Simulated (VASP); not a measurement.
# W3O in VASP: further runs

W3O is run at these levels: PBE; tasks: single point.

Program: VASP 6.6.1. These are calculated values, not measurements. Logs are shortened: lines on timing, memory, paths and dates and some standing lists are left out, and cuts for length are marked.

### Step 1. The cell of the first run

The cell holds a slab with vacuum, 4 atoms: a = 2.757 Å, b = 2.757 Å, c = 19.856 Å, α = 90.00°, β = 90.00°, γ = 109.47°.

### Step 2. Single point, PBE

INCAR reads:

```
SYSTEM = W3O
ALGO = Normal
DIPOL = 0.5 0.5 0.358
EDIFF = 1E-6
ENCUT = 1000
GGA = PE
GGA_COMPAT = .FALSE.
IDIPOL = 3
ISIF = 2
ISMEAR = 0
LASPH = .TRUE.
LCHARG = .TRUE.
LDIPOL = .TRUE.
LELF = .TRUE.
LREAL = .FALSE.
LVACPOTAV = .TRUE.
LVHAR = .TRUE.
LWAVE = .FALSE.
NBANDS = 32
NELM = 120
NELMDL = -8
PREC = Accurate
SIGMA = 0.1
```

KPOINTS reads:

```
k-points
0
G
  10 10 1
  0 0 0
```

POSCAR reads:

```
W3O
1.0
    2.7571643597      0.0000000000      0.0000000000
   -0.9190547866      2.5994794874      0.0000000000
    0.0000000000      0.0000000000     19.8562161029
W O
3 1
Direct
    0.5000000000      0.5000000000      0.2014482507
    0.0000000000      0.0000000000      0.3111437107
    0.5000000000      0.5000000000      0.4208362792
    0.5000000000      0.8333333333      0.4976905379
```

Potentials or basis: VASP PAW PBE potentials, release 64 (W_sv, O_h).

Launch:

```bash
$ cat potpaw_PBE.64/W_sv/POTCAR potpaw_PBE.64/O_h/POTCAR > POTCAR
$ mpirun -np 1 vasp_std > vasp.out
```

OUTCAR:

```text
SYSTEM = W3O
   EDIFF = 1E-6
   ENCUT = 1000
   GGA = PE
   ISIF = 2
   ISMEAR = 0
   LASPH = .TRUE.
   LREAL = .FALSE.
   NELM = 120
   NELMDL = -8
   PREC = Accurate

 ion  position               nearest neighbor table
   1  0.500  0.500  0.201-   2 2.70   2 2.70   2 3.13   2 3.13
   2  0.000  0.000  0.311-   3 2.70   3 2.70   1 2.70   1 2.70   3 3.13   3 3.13   1 3.13   1 3.13

   3  0.500  0.500  0.421-   4 1.78   4 2.39   2 2.70   2 2.70   2 3.13   2 3.13
   4  0.500  0.833  0.498-   3 1.78   3 2.39

  LATTYP: Found a base centered orthorhombic cell.
 ALAT       =     3.1836991705
 B/A-ratio  =     1.4142135624
 C/A-ratio  =     6.2368380427

  Lattice vectors:

 A1 = (   2.7571643597,   0.0000000000,   0.0000000000)
 A2 = (  -0.9190547866,   2.5994794874,   0.0000000000)
 A3 = (   0.0000000000,   0.0000000000,  19.8562161029)

Analysis of symmetry for initial positions (statically):
=====================================================================
 Subroutine PRICEL returns:
 Original cell was already a primitive cell.

 Routine SETGRP: Setting up the symmetry group for a
 base centered orthorhombic supercell.

 Subroutine GETGRP returns: Found  1 space group operations
 (whereof  1 operations were pure point group operations)
 out of a pool of  8 trial point group operations.

The static configuration has the point symmetry C_1 .

Analysis of symmetry for dynamics (positions and initial velocities):
=====================================================================
 Subroutine PRICEL returns:
 Original cell was already a primitive cell.

 Routine SETGRP: Setting up the symmetry group for a
 base centered orthorhombic supercell.

 Subroutine GETGRP returns: Found  1 space group operations
 (whereof  1 operations were pure point group operations)
 out of a pool of  8 trial point group operations.

The dynamic configuration has the point symmetry C_1 .

 Subroutine INISYM returns: Found  1 space group operations
 (whereof  1 operations are pure point group operations),
 and found     1 'primitive' translations

----------------------------------------------------------------------------------------

                                     Primitive cell

  volume of cell :     142.3133

  direct lattice vectors                    reciprocal lattice vectors
     2.757164360  0.000000000  0.000000000     0.362691472  0.128230800  0.000000000
    -0.919054787  2.599479487  0.000000000     0.000000000  0.384692399  0.000000000
     0.000000000  0.000000000 19.856216103     0.000000000  0.000000000  0.050362063

  length of vectors
     2.757164360  2.757164360 19.856216103     0.384692399  0.384692399  0.050362063

  position of ions in fractional coordinates (direct lattice)
     0.500000000  0.500000000  0.201448251
     0.000000000  0.000000000  0.311143711
     0.500000000  0.500000000  0.420836279
     0.500000000  0.833333333  0.497690538

  ion indices of the primitive-cell ions
   primitive index   ion index
                 1           1
                 2           2
                 3           3
                 4           4

----------------------------------------------------------------------------------------

 KPOINTS: k-points

Automatic generation of k-mesh.
 Grid dimensions read from file:
 generate k-points for:   10   10    1

 Generating k-lattice:

  Cartesian coordinates                     Fractional coordinates (reciprocal lattice)
     0.036269147  0.012823080  0.000000000     0.100000000 -0.000000000  0.000000000
     0.000000000  0.038469240  0.000000000     0.000000000  0.100000000  0.000000000
     0.000000000  0.000000000  0.050362063     0.000000000  0.000000000  1.000000000

  Length of vectors
     0.038469240  0.038469240  0.050362063

  Shift w.r.t. Gamma in fractional coordinates (k-lattice)
     0.000000000  0.000000000  0.000000000

 Subroutine IBZKPT returns following result:
 ===========================================

 Found     52 irreducible k-points:

 Following reciprocal coordinates:
            Coordinates               Weight
  0.000000  0.000000  0.000000      1.000000
  0.100000  0.000000  0.000000      2.000000
  0.000000  0.100000  0.000000      2.000000
  0.200000  0.000000  0.000000      2.000000
  0.000000  0.200000  0.000000      2.000000
  0.300000 -0.000000  0.000000      2.000000
[... 16 lines left out ...]
 -0.300000  0.100000  0.000000      2.000000
  0.100000 -0.300000  0.000000      2.000000
 [... further k-points ...]
   k-points           NKPTS =     52   k-points in BZ     NKDIM =     52   number of bands    NBANDS=     32
   number of dos      NEDOS =    301   number of ions     NIONS =      4
   total plane-waves  NPLWV = 164640
   dimension x,y,z NGX =    28 NGY =   28 NGZ =  210
   dimension x,y,z NGXF=    56 NGYF=   56 NGZF=  420
   ions per type =               3   1
   NGX,Y,Z   is equivalent  to a cutoff of  16.88, 16.88, 17.58 a.u.
   NGXF,Y,Z  is equivalent  to a cutoff of  33.77, 33.77, 35.16 a.u.
 SYSTEM =  W3O
   PREC   = accura    normal or accurate (medium, high low for compatibility)
   ISTART =      0    job   : 0-new  1-cont  2-samecut
   ICHARG =      2    charge: 1-file 2-atom 10-const
   ISPIN  =      1    spin polarized calculation?
   LNONCOLLINEAR =      F non collinear calculations
   LSORBIT =      F    spin-orbit coupling
   LASPH  =      T    aspherical Exc in radial PAW
   ENCUT  = 1000.0 eV  73.50 Ry    8.57 a.u.   7.11  7.11 51.20*2*pi/ulx,y,z
   NELM   =    120;   NELMIN=  2; NELMDL= -8     # of ELM steps
   EDIFF  = 0.1E-05   stopping-criterion for ELM
   LREAL  =      F    real-space projection
[... 7 lines left out ...]
   TEBEG  =    0.0;   TEEND  =   0.0 temperature during run
   PSTRESS=    0.0 pullay stress
   NELECT =      48.0000    total number of electrons
   NUPDOWN=      -1.0000    fix difference up-down
   EMIN   =  10.00;   EMAX   =-10.00  energy-range for DOS
   EFERMI =   0.00;   METHOD = LEGACY
   ISMEAR =     0;   SIGMA  =   0.10  broadening in eV -4-tet -1-fermi 0-gaus
   EFERMI_NEDOS =   21; number of points for ismear=-14 and -15
   IALGO  =     38    algorithm
   IMIX   =      4    mixing-type and parameters
     AMIX     =   0.40;   BMIX     =  1.00
     AMIX_MAG =   1.60;   BMIX_MAG =  1.00
  volume/ion in A,a.u.               =      35.58       240.09
  Fermi-wavevector in a.u.,A,eV,Ry     =   1.139568  2.153470 17.668718  1.298614
  Thomas-Fermi vector in A             =   2.276271
   LORBIT       =      0    0 simple, 1 ext, 2 COOP (PROOUT), +10 PAW based schemes
   GGA     = PE    functional components
   LHFCALC =     F    Hartree Fock is set to
   AEXX    =    0.0000 exact exchange contribution
   IVDW    =     0    specifies the selected vdW correction
   LEPSILON=     F    determine dielectric tensor
   LRPA    =     F    only Hartree local field effects (RPA)
 non-spin polarized calculation
 Gauss-broadening in eV      SIGMA  =   0.10
  energy-cutoff  :     1000.00
  volume of cell :      142.31
 maximum number of plane-waves:     10288
   NGX = 15   NGY = 15   NGZ =103

 dipolmoment           0.000000      0.000000     -0.690253 electrons x Angstroem

 number of electron      48.0000000 magnetization

 dipolmoment           0.000000      0.000000      0.096663 electrons x Angstroem

 Free energy of the ion-electron system (eV)
  ---------------------------------------------------
  ext. energy  EPLUGINS =         0.00000000
  ---------------------------------------------------
  free energy    TOTEN  =       -43.30325274 eV

  energy without entropy =      -43.28642198  energy(sigma->0) =      -43.29483736

 E-fermi :   0.3122     XC(G=0):  -6.0448

 val. band max:        0.3044124326   @ k =   0.5000   0.4000   0.0000
 cond. band min:       0.3178622937   @ k =   0.2000   0.0000   0.0000
 fundamental gap:      0.0134498611
 Fermi energy:         0.3121964193

 k-point     1 :       0.0000    0.0000    0.0000
  band No.  band energies     occupation
      1     -74.3665      2.00000
      2     -73.7814      2.00000
      3     -73.6861      2.00000
      4     -38.9929      2.00000
      5     -38.3519      2.00000
      6     -38.2840      2.00000
[... 24 lines left out ...]
     31       2.6391      0.00000
     32       3.1088      0.00000

 k-point     2 :       0.1000    0.0000    0.0000
  band No.  band energies     occupation
      1     -74.3603      2.00000
      2     -73.7741      2.00000
      3     -73.6819      2.00000
      4     -38.9746      2.00000
      5     -38.4006      2.00000
      6     -38.2755      2.00000
[... 24 lines left out ...]
     31       2.8119      0.00000
     32       3.3376      0.00000

 k-point     3 :       0.0000    0.1000    0.0000
  band No.  band energies     occupation
      1     -74.3602      2.00000
      2     -73.7741      2.00000
      3     -73.6819      2.00000
      4     -38.9744      2.00000
      5     -38.4129      2.00000
      6     -38.2731      2.00000
[... 24 lines left out ...]
     31       2.9016      0.00000
     32       3.3126      0.00000

 k-point     4 :       0.2000    0.0000    0.0000
  band No.  band energies     occupation
      1     -74.3441      2.00000
      2     -73.7544      2.00000
      3     -73.6713      2.00000
      4     -38.9305      2.00000
      5     -38.5610      2.00000
      6     -38.2853      2.00000
[... 654 lines left out ...]
     31       4.4661      0.00000
     32       4.7826      0.00000

 k-point    23 :      -0.3000    0.1000    0.0000
  band No.  band energies     occupation
      1     -74.3218      2.00000
      2     -73.7306      2.00000
      3     -73.6517      2.00000
      4     -38.8906      2.00000
      5     -38.7379      2.00000
      6     -38.3402      2.00000
[... 24 lines left out ...]
     31       3.2008      0.00000
     32       3.8796      0.00000

 k-point    24 :       0.1000   -0.3000    0.0000
  band No.  band energies     occupation
      1     -74.3211      2.00000
      2     -73.7307      2.00000
      3     -73.6517      2.00000
      4     -38.9481      2.00000
      5     -38.7203      2.00000
      6     -38.3361      2.00000
[... 24 lines left out ...]
     31       3.2590      0.00000
     32       3.8020      0.00000

 [... further k-points ...]

------------------------ aborting loop because EDIFF is reached ----------------------------------------

  FORCE on cell =-STRESS in cart. coord.  units (eV):
  Direction    XX          YY          ZZ          XY          YZ          ZX
  --------------------------------------------------------------------------------------
  -------------------------------------------------------------------------------------
  Total        1.0076508      1.4010990      2.7602072     -0.7549810      3.0779732     -0.4702671
  in kB       11.3442323     15.7737105     31.0746841     -8.4996499     34.6521254     -5.2943137
  external PRESSURE =      19.3975423 kB  Pullay stress =       0.0000000 kB

 VOLUME and BASIS-vectors are now :
 -----------------------------------------------------------------------------
  energy-cutoff  :     1000.00
  volume of cell :      142.31
      direct lattice vectors                 reciprocal lattice vectors
     2.757164360  0.000000000  0.000000000     0.362691472  0.128230800  0.000000000
    -0.919054787  2.599479487  0.000000000     0.000000000  0.384692399  0.000000000
     0.000000000  0.000000000 19.856216103     0.000000000  0.000000000  0.050362063

 POSITION                                       TOTAL-FORCE (eV/Angst)
 -----------------------------------------------------------------------------------
      0.91905      1.29974      4.00000         0.058077      0.110041     -0.029617
      0.00000      0.00000      6.17814        -0.075535     -0.588465     -0.996533
      0.91905      1.29974      8.35622         0.267659     -1.012398      0.719044
      0.61270      2.16623      9.88225        -0.250200      1.490822      0.307106
 -----------------------------------------------------------------------------------
    total drift:                               -0.000140     -0.000321     -0.000031

  FREE ENERGIE OF THE ION-ELECTRON SYSTEM (eV)
  ---------------------------------------------------
  free  energy   TOTEN  =       -43.3032527441 eV

  energy  without entropy=      -43.2864219828  energy(sigma->0) =      -43.29483736

 vacuum level on the upper side and lower side of the slab         7.682         5.240
```

It took 14 min on 1 thread of Intel Xeon Platinum 8559C (Emerald Rapids), shared host; peak memory 0.74 GiB.

Results:

```
Free energy            : -43.3033 eV
Largest force          : 1.543 eV/Å
Band gap on the k mesh : zero (bands 24 and 25 overlap by 1.64 eV)
```

Forces in eV/Å, atoms in the order of the input:
```
W    0.058  0.110 -0.030
W   -0.076 -0.588 -0.997
W    0.268 -1.012  0.719
O   -0.250  1.491  0.307
```

Caveat: spin-orbit coupling is left out, which moves the levels of the heavy elements.

### Step 3. Single point, PBE

INCAR reads:

```
SYSTEM = W3O
  PREC = Accurate
  ENCUT = 1000
  EDIFF = 1E-6
  ISMEAR = 0
  SIGMA = 0.1
  LREAL = .False.
  LASPH = .True.
  NELM = 120
  ALGO = Normal
  ISIF = 2
  LWAVE = .False.
  LCHARG = .True.
  LDIPOL = .True.
  IDIPOL = 3
  DIPOL = 0.5 0.5 0.360
  GGA = PE
  LELF = .True.
  LVHAR = .True.
  LVACPOTAV = .True.
  NBANDS = 32
  GGA_COMPAT = .False.
  NELMDL = -8
```

KPOINTS reads:

```
Automatic mesh
0
Gamma
  10 10 1
  0 0 0
```

Changes to POSCAR since step 2:

```diff
@@ -11,2 +11,2 @@
     0.5000000000      0.5000000000      0.4208362792
-    0.5000000000      0.8333333333      0.4976905379
+    0.5000000000      0.6666666667      0.5049232567
```

Potentials or basis: VASP PAW PBE potentials, release 64 (W_sv, O_h).

Launch:

```bash
$ cat potpaw_PBE.64/W_sv/POTCAR potpaw_PBE.64/O_h/POTCAR > POTCAR
$ mpirun -np 1 vasp_std > vasp.out
```

Run time: 18 min. Hardware: 1 thread of Intel Xeon Platinum 8488C (Sapphire Rapids), shared host; peak memory 0.76 GiB.

The run converged. Its results:

| Quantity | Value |
| --- | --- |
| Free energy | -43.0432 eV |
| Largest force | 1.957 eV/Å |
| Band gap on the k mesh | zero (bands 24 and 25 overlap by 1.60 eV) |

Forces on the atoms (eV/Å):
```
W    0.055  0.104  0.277
W    0.021 -0.411 -1.913
W   -0.132  0.176  1.208
O    0.056  0.131  0.428
```

Levels at points of the mesh, in eV from the Fermi level:
| k point | band 22 | band 23 | band 24 | band 25 | band 26 | band 27 |
| --- | --- | --- | --- | --- | --- | --- |
| (0.00, 0.00, 0.00) | -1.37 | -1.26 | -0.49 | -0.30 | 0.81 | 1.46 |
| (0.50, 0.00, 0.00) | -2.04 | -0.40 | 0.68 | 1.62 | 2.16 | 2.43 |
| (0.00, 0.50, 0.00) | -1.91 | -0.63 | 0.77 | 1.67 | 2.17 | 2.50 |
| (0.50, 0.50, 0.00) | -2.19 | 0.48 | 1.13 | 1.25 | 2.12 | 3.72 |

Caveat: spin-orbit coupling is left out, which moves the levels of the heavy elements.

### Step 4. Single point, PBE

INCAR reads:

```
SYSTEM = W3O
PREC     = Accurate       ! precision mode
ENCUT    = 1000           ! plane-wave cutoff, eV
EDIFF    = 1E-6           ! SCF threshold, eV
ISMEAR   = 0              ! smearing method
SIGMA    = 0.1            ! smearing width, eV
LREAL    = .FALSE.        ! projectors in reciprocal space
LASPH    = .TRUE.         ! aspherical terms in the spheres
NELM     = 120            ! most SCF steps
ALGO     = Normal         ! electronic algorithm
ISIF     = 2              ! what is computed and relaxed
LWAVE    = .FALSE.        ! write WAVECAR
LCHARG   = .FALSE.        ! write CHGCAR
LDIPOL   = .TRUE.       
IDIPOL   = 3            
DIPOL    = 0.5 0.5 0.358
GGA      = PE             ! functional
NBANDS   = 32             ! bands
GGA_COMPAT= .FALSE.      
NELMDL   = -8
```

KPOINTS reads:

```
regular mesh
0
G
  10 10 1
  0 0 0
```

Changes to POSCAR since step 3:

```diff
@@ -11,2 +11,2 @@
     0.5000000000      0.5000000000      0.4208362792
-    0.5000000000      0.6666666667      0.5049232567
+    0.6666666667      0.8333333333      0.4981931652
```

Potentials or basis: VASP PAW PBE potentials, release 64 (W_sv, O_h).

Launch:

```bash
$ cat potpaw_PBE.64/W_sv/POTCAR potpaw_PBE.64/O_h/POTCAR > POTCAR
$ mpirun -np 1 vasp_std > vasp.out
```

OUTCAR:

```text
SYSTEM = W3O
   PREC = Accurate
   ENCUT = 1000
   EDIFF = 1E-6
   ISMEAR = 0
   LREAL = .FALSE.
   LASPH = .TRUE.
   NELM = 120
   ISIF = 2
   GGA = PE
   NELMDL = -8

 ion  position               nearest neighbor table
   1  0.500  0.500  0.201-   2 2.70   2 2.70   2 3.13   2 3.13
   2  0.000  0.000  0.311-   3 2.70   3 2.70   1 2.70   1 2.70   3 3.13   3 3.13   1 3.13   1 3.13

   3  0.500  0.500  0.421-   4 1.77   2 2.70   2 2.70   2 3.13   2 3.13
   4  0.667  0.833  0.498-   3 1.77

[... 1049 lines left out ...]
  -------------------------------------------------------------------------------------
  Total        0.9009128      1.3681440      2.9722534     -0.9316989      2.6681658     -0.0392216
  in kB       10.1425645     15.4026998     33.4619218    -10.4891576     30.0384730     -0.4415601
  external PRESSURE =      19.6690620 kB  Pullay stress =       0.0000000 kB

 VOLUME and BASIS-vectors are now :
 -----------------------------------------------------------------------------
  energy-cutoff  :     1000.00
  volume of cell :      142.31
      direct lattice vectors                 reciprocal lattice vectors
     2.757164360  0.000000000  0.000000000     0.362691472  0.128230800  0.000000000
    -0.919054787  2.599479487  0.000000000     0.000000000  0.384692399  0.000000000
     0.000000000  0.000000000 19.856216103     0.000000000  0.000000000  0.050362063

 POSITION                                       TOTAL-FORCE (eV/Angst)
 -----------------------------------------------------------------------------------
      0.91905      1.29974      4.00000         0.116559      0.170417      0.030446
      0.00000      0.00000      6.17814        -0.386415     -0.772466     -1.203627
      0.91905      1.29974      8.35622         0.513606     -0.521501      0.851825
      1.07223      2.16623      9.89223        -0.243750      1.123550      0.321356
 -----------------------------------------------------------------------------------
    total drift:                                0.000359     -0.000345      0.000504

  FREE ENERGIE OF THE ION-ELECTRON SYSTEM (eV)
  ---------------------------------------------------
  free  energy   TOTEN  =       -43.1945117531 eV

  energy  without entropy=      -43.1782573872  energy(sigma->0) =      -43.18638457

 vacuum level on the upper side and lower side of the slab         7.489         5.226
```

It took 19 min on 1 thread of Intel Xeon Platinum 8259CL at 2.50GHz (Skylake/Cascade Lake), shared host; peak memory 0.76 GiB.

What came out:

- Free energy: -43.1945 eV
- Largest force: 1.481 eV/Å
- Band gap on the k mesh: zero (bands 24 and 25 overlap by 1.72 eV)

Forces in eV/Å, atoms in the order of the input:
```
W    0.117  0.170  0.030
W   -0.386 -0.772 -1.204
W    0.514 -0.522  0.852
O   -0.244  1.124  0.321
```

Caveat: spin-orbit coupling is left out, which moves the levels of the heavy elements.

### Step 5. Overview

| cell | gap on the mesh (eV) | largest force (eV/Å) |
| --- | --- | --- |
| as given, atomic positions A | none | 1.54 |
| as given, atomic positions B | none | 1.96 |
| as given, atomic positions C | none | 1.48 |

Alike in all rows: task single point; level PBE; potentials or basis VASP PAW PBE potentials, release 64 (W_sv, O_h); no spin polarisation; k mesh 10 × 10 × 1; cutoff (eV) 1000; smearing gaussian 0.1 eV.

Caveats: spin-orbit coupling is left out, which moves the levels of the heavy elements.

Absolute energies hang on the potentials; compare differences alone.

The gap in the log of VASP goes by the Fermi energy; the results here count the filled bands.